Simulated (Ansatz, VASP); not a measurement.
AlRuN: VASP beside Ansatz

The input POSCAR:

```
AlRuN
1.0
    0.0000000000      3.5586730000      0.0000000000
    3.5586730000      0.0000000000      0.0000000000
    1.7793360000      1.7793360000     -6.0848710000
N Ru Al
2 2 2
Direct
    0.0000000000      0.0000000000      0.0000000000
    0.7500000000      0.2500000000      0.5000000000
    0.4160000000      0.4160000000      0.1680000000
    0.1660000000      0.6660000000      0.6680000000
    0.5823000000      0.5823000000      0.8354000000
    0.3323000000      0.8323000000      0.3354000000
```

INCAR.step1

```
SYSTEM = AlRuN
ALGO = Normal ; EDIFF = 1E-4
ENCUT = 520 ; GGA = PE
ISMEAR = 0 ; LASPH = .TRUE.
LCHARG = .FALSE. ; LREAL = .FALSE.
LWAVE = .TRUE. ; NBANDS = 31
NELM = 60 ; PREC = Accurate
SIGMA = 0.054
```

The input INCAR.step2:

```
SYSTEM = AlRuN
ALGO = Normal ; EDIFF = 1E-6
ENCUT = 520 ; ISIF = 2
ISMEAR = 0 ; ISTART = 1
LASPH = .TRUE. ; LCHARG = .FALSE.
LMIXTAU = .TRUE. ; LREAL = .FALSE.
LWAVE = .FALSE. ; METAGGA = R2SCAN
NBANDS = 31 ; NELM = 60
PREC = Accurate ; SIGMA = 0.054
```

KPOINTS

```
k-points
0
G
  10 10 10
  0 0 0
```

Input for Ansatz:

```yaml
crystal:
  lattice:
    - [0.0, 3.558673, 0.0]
    - [3.558673, 0.0, 0.0]
    - [1.779336, 1.779336, -6.084871]
  atoms:
    - { symbol: "N", position: [0.0, 0.0, 0.0] }
    - { symbol: "N", position: [0.75, 0.25, 0.5] }
    - { symbol: Ru, position: [0.416, 0.416, 0.168] }
    - { symbol: Ru, position: [0.166, 0.666, 0.668] }
    - { symbol: Al, position: [0.5823, 0.5823, 0.8354] }
    - { symbol: Al, position: [0.3323, 0.8323, 0.3354] }
  symmetry: { tolerance: 0.0003 }
kpoints:
  mp_grid: { grid: [10, 10, 10], shift: [0, 0, 0] }
  band_path:
    path:
      - [0.0, 0.0, 0.0]
      - [0.5, 0.5, 0.5]
      - [0.5, 0.5, 0.75]
      - [0.5, 0.0, 0.5]
      - [0.0, 0.0, 0.0]
      - [0.0, 0.0, 0.5]
      - [0.45724534, 0.0, 0.72862267]
      - [0.54275466, 0.0, 0.27137733]
      - [0.0, 0.0, 0.0]
      - [0.5, 0.5, 0.5]
      - [0.54275466, 0.45724534, 0.5]
    npoints: 6
magnetization:
  spin_polarized: false
scf:
  occupations: { method: gaussian, width: 0.054 }
  lower_state_search: "off"
  max_iter: 200
hamiltonian:
  pseudopotentials: { kind: paw }
  xc: r2scan
basis:
  ecutwfc: 500
  fft_grid_basis: typed
output:
  forces: true
  stress: true
  eigenvalues: true
  bader: true
  populations: true
  elf: true
  write_potential: true
  volumetric_format: npy
  dos:
    e_range: [-12, 8]
    de: 0.05
    projected: { site_lists: { Al: [Al], "N": ["N"], Ru: [Ru] } }
checkpoint:
  read: saved_state
```

Alike in both runs: task single point; functional r2SCAN; k mesh 10 × 10 × 10; occupations gaussian, width 0.054 eV; no spin polarisation.

|  | VASP | Ansatz |
| --- | --- | --- |
| version | VASP 6.6.1 | Ansatz 0.2.0 |
| potentials or method | VASP PAW PBE potentials, release 64 (N, Ru_pv, Al), cutoff 520 eV | PAW plane waves |
| valence electrons in the cell | 44 | 48 |

|  | VASP | Ansatz | Ansatz less VASP |
| --- | --- | --- | --- |
| rms of the force components (eV/Å) | 0.474 | 0.467 | -0.0075 |

VASP's potentials were made for PBE, not for r2SCAN. Atom by atom the forces differ by 0.008 eV/Å (rms over components). The functional is the same, so the differences come from potentials, cutoffs and numerics. VASP's potentials hold 44 valence electrons a cell and Ansatz's 48, so a difference there can come from the potentials and not from the codes.
